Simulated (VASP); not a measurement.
Runs of VASP 6.6.1 on Sb2Au. The structure is that of space group Fm-3m (No. 225), or close to it. The cells are those of the table. 

```csv
cell,gap on the mesh (eV),pressure (GPa)
"a = 4.745 Å, angles 60.0°, 3 atoms",none,(a)
"a = 4.784 Å, angles 60.0°, 3 atoms",none,-1.3
"a = 4.858 Å, angles 60.0°, 3 atoms",none,(b)
"a = 4.586 Å, angles 60.0°, 3 atoms",none,13.0
"a = 4.821 Å, angles 60.0°, 3 atoms",none,-3.2
```

Alike in all rows: task single point; level LDA; potentials or basis VASP PAW LDA potentials, release 64 (Sb, Au); no spin polarisation; k mesh 6 × 6 × 6; cutoff (eV) 520; smearing fermi-dirac 0.1 eV.

Task: Estimate the missing entries.

Result: (a) 0.8; (b) -4.7.

Caveats: spin-orbit coupling is left out, which moves the levels of the heavy elements.

A k mesh can miss the band edges, and the runs leave out spin-orbit coupling on Au, Sb.

A gap of «none» marks levels without a gap at the run's occupations.
